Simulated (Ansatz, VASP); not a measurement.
**Cu5Mo in VASP and in Ansatz**

Contents of INCAR:

```
PREC = Accurate
ENCUT = 520
EDIFF = 1E-6
ISMEAR = 0
SIGMA = 0.1
LREAL = F
LASPH = T
NELM = 150
ALGO = Fast
ISIF = 2
LWAVE = F
LCHARG = T
ISPIN = 2
MAGMOM = 0 0 0 0 0 1
LORBIT = 11
LMAXMIX = 4
GGA = PE
LELF = T
LVHAR = T
NBANDS = 48
```

Contents of KPOINTS:

```
Automatic mesh
0
Gamma
  6 6 2
```

File POSCAR:

```
Cu5Mo
1.0
    2.6402807351      0.0000000000      0.0000000000
   -1.3201403675      2.2865501897      0.0000000000
    0.0000000000      0.0000000000     12.7058308855
Cu Mo
5 1
Direct
    0.6666666667      0.3333333333      0.8224684268
    0.0000000000      0.0000000000      0.6604889080
    0.6666666667      0.3333333333      0.5000000000
    0.0000000000      0.0000000000      0.3395110920
    0.6666666667      0.3333333333      0.1775315732
    0.0000000000      0.0000000000      0.0000000000
```

Input for Ansatz:

```yaml
crystal:
  lattice:
    - [2.6402807351, 0.0, 0.0]
    - [-1.3201403675, 2.2865501897, 0.0]
    - [0.0, 0.0, 12.7058308855]
  atoms:
    - { symbol: Cu, position: [0.6666666667, 0.3333333333, 0.8224684268] }
    - { symbol: Cu, position: [0.0, 0.0, 0.660488908] }
    - { symbol: Cu, position: [0.6666666667, 0.3333333333, 0.5] }
    - { symbol: Cu, position: [0.0, 0.0, 0.339511092] }
    - { symbol: Cu, position: [0.6666666667, 0.3333333333, 0.1775315732] }
    - { symbol: Mo, position: [0.0, 0.0, 0.0], spin: 1.0 }
basis:
  ecutwfc: 420
kpoints:
  mp_grid: { grid: [6, 6, 2] }
hamiltonian:
  xc: pbe
scf:
  occupations: { method: gaussian, width: 0.1 }
  lower_state_search: "off"
output:
  forces: true
  stress: true
  eigenvalues: true
  populations: true
magnetization:
  spin_polarized: true
```

Change from the starting cell: species swapped into the Ca5Mg type (P-6m2, No. 187).

Alike in both runs: task single point; functional PBE; k mesh 6 × 6 × 2; occupations gaussian, width 0.1 eV; collinear spin.

|  | VASP | Ansatz |
| --- | --- | --- |
| version | VASP 6.6.1 | Ansatz 0.2.0 |
| potentials or method | VASP PAW PBE potentials, release 64 (Cu, Mo_sv), cutoff 520 eV | scalar-relativistic, plane waves, PAW |
| valence electrons in the cell | 69 | 109 |

VASP gave:

```
gap on the k mesh at the Fermi level (eV)                     : none
pressure (GPa)                                                : 0.4
traceless stress, the component that is largest in VASP (GPa) : -0.09
net moment per atom (μB)                                      : 0.00
```

**Question.** Which values does Ansatz return?

**Answer.** gap on the k mesh at the Fermi level (eV): none; pressure (GPa): -0.1; traceless stress, the component that is largest in VASP (GPa): -0.17; net moment per atom (μB): 0.00.

A gap of «none» marks a metal or a gap that the smearing closes. With one functional, cell and mesh, what is left measures potentials, basis and numerics. VASP's potentials hold 69 valence electrons a cell and Ansatz's 109, so a difference there can come from the potentials and not from the codes. Ansatz's warnings: seeded moment not kept.

The k mesh is coarse, so the values compare programs but aren't converged.
